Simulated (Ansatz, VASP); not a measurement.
# Two plane-wave programs on Ta

The input INCAR:

```
SYSTEM = Ta
PREC = Accurate ; ENCUT = 520
EDIFF = 1E-7 ; ISMEAR = -1
SIGMA = 0.1 ; LREAL = .FALSE.
LASPH = .TRUE. ; NELM = 60
ALGO = Normal ; ISIF = 2
LWAVE = .FALSE. ; LCHARG = .FALSE.
GGA = RE ; NBANDS = 12
```

KPOINTS

```
Automatic mesh
0
G
  14 14 14
  0 0 0
```

POSCAR

```
Ta
1.0
    0.0000000000      2.1203005705      2.1203005705
    2.1203005705      0.0000000000      2.1203005705
    2.1203005705      2.1203005705      0.0000000000
Ta
1
Direct
    0.0000000000      0.0000000000      0.0000000000
```

Input for Ansatz:

```yaml
crystal:
  lattice:
    - [0.0, 2.1203005705, 2.1203005705]
    - [2.1203005705, 0.0, 2.1203005705]
    - [2.1203005705, 2.1203005705, 0.0]
  atoms:
    - { symbol: Ta, position: [0.0, 0.0, 0.0] }
hamiltonian:
  xc: revpbe
  pseudopotentials:
    kind: paw
    azcp:
      Ta: "pseudopotentials/Ta.paw.azcp"
basis:
  ecutwfc: 420
  fft_grid_basis: typed
kpoints:
  mp_grid: { grid: [14, 14, 14], shift: [0, 0, 0] }
magnetization:
  spin_polarized: false
scf:
  occupations: { method: fermi_dirac, width: 0.1 }
  lower_state_search: "off"
output:
  stress: true
```

Alike in both runs: task single point; functional revPBE; k mesh 14 × 14 × 14; occupations fermi-dirac, width 0.1 eV; no spin polarisation.

|  | VASP | Ansatz |
| --- | --- | --- |
| version | VASP 6.6.1 | Ansatz 0.2.0 |
| potentials or method | VASP PAW PBE potentials, release 64 (Ta_pv), cutoff 520 eV | plane waves (420 eV) with PAW, scalar-relativistic |
| valence electrons in the cell | 11 | 13 |

|  | VASP | Ansatz | Ansatz less VASP |
| --- | --- | --- | --- |
| pressure (GPa) | 0.1 | 0.1 | +0.02 |

VASP's potentials were made for PBE, not for revPBE. VASP's potentials hold 11 valence electrons a cell and Ansatz's 13, so a difference there can come from the potentials and not from the codes.

Spin-orbit coupling is off throughout.
